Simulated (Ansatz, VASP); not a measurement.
# BN: VASP beside Ansatz

Contents of INCAR:

```
SYSTEM = BN
PREC = Accurate
ENCUT = 520
EDIFF = 1E-7
ISMEAR = 0
SIGMA = 0.05
LREAL = .FALSE.
LASPH = .TRUE.
NELM = 60
ALGO = Normal
ISIF = 2
LWAVE = .FALSE.
LCHARG = .FALSE.
GGA = PS
NBANDS = 11
```

File KPOINTS:

```
Automatic mesh
0
G
  12 12 12
  0 0 0
```

Contents of POSCAR:

```
BN
1.0
    0.0000000000      3.5938268421      2.0489685745
    1.2869077520      0.0000000000      2.0489685745
    1.2869077520      3.5938268421      0.0000000000
B N
1 1
Direct
    0.0000486500      0.0000486500      0.9999513500
    0.6666513400      0.6666513400      0.3333486600
```

Input for Ansatz:

```yaml
crystal:
  lattice:
    - [0.0, 3.5938268421, 2.0489685745]
    - [1.286907752, 0.0, 2.0489685745]
    - [1.286907752, 3.5938268421, 0.0]
  atoms:
    - { symbol: B, position: [4.865e-05, 4.865e-05, 0.99995135] }
    - { symbol: "N", position: [0.66665134, 0.66665134, 0.33334866] }
basis:
  ecutwfc: 420
kpoints:
  mp_grid: { grid: [12, 12, 12] }
hamiltonian:
  xc: pbesol
scf:
  occupations: { method: gaussian, width: 0.05 }
output:
  forces: true
  stress: true
  eigenvalues: true
```

Alike in both runs: task single point; functional PBEsol; k mesh 12 × 12 × 12; occupations gaussian, width 0.05 eV; no spin polarisation.

```csv
,VASP,Ansatz
version,VASP 6.6.1,Ansatz 0.2.0
potentials or method,"VASP PAW PBE potentials, release 64 (B, N), cutoff 520 eV","scalar-relativistic, plane waves, PAW"
valence electrons in the cell,8,8
```

```csv
,VASP,Ansatz,Ansatz less VASP
gap on the k mesh at the Fermi level (eV),4.13,4.14,+0.011
least direct gap on the mesh (eV),4.64,4.65,+0.007
pressure (GPa),12.2,11.9,-0.29
"traceless stress, the component that is largest in VASP (GPa)",37.76,37.42,-0.339
rms of the force components (eV/Å),0.950,0.946,-0.0038
```

VASP's potentials were made for PBE, not for PBEsol. Atom by atom the forces differ by 0.004 eV/Å (rms over components). With one functional, cell and mesh, what is left measures potentials, basis and numerics.
